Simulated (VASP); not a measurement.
SnO, 4 atoms in the cell. The typed cell holds 4 atoms: a = 3.814 Å, b = 3.814 Å, c = 4.887 Å, α = 90.00°, β = 90.00°, γ = 90.00°.  This cell differs from its parent crystal: atoms moved at random.

| Quantity | Value |
| --- | --- |
| Program | VASP 6.6.1 |
| Task | single point |
| Functional | PBEsol |
| Potentials or basis | VASP PAW PBE potentials, release 64 (Sn_d, O) |
| Cutoff | 520 eV |
| k mesh | 7 × 7 × 6 |
| Occupations | fermi-dirac, width 0.05 eV |
| Spin | no spin polarisation |
| Dipole correction | no |
| Further INCAR settings | ALGO = Normal; EDIFF = 1e-06; NBANDS = 28 |

Potentials or basis: VASP PAW PBE potentials, release 64 (Sn_d, O).

Launch:

```sh
$ cat potpaw_PBE.64/Sn_d/POTCAR potpaw_PBE.64/O/POTCAR > POTCAR
$ mpirun -np 1 vasp_std > vasp.out
```

Hardware: 1 thread of Intel(R) Xeon(R) Platinum 8481C CPU @ 2.70GHz (Sapphire Rapids), with other jobs on the host.

Problem. Estimate the wall time of this run.

Solution. It took 90 s on 1 thread of Intel(R) Xeon(R) Platinum 8481C CPU @ 2.70GHz (Sapphire Rapids), with other jobs on the host, peak memory 0.34 GiB. Counts: scf iterations 14, k points 148.
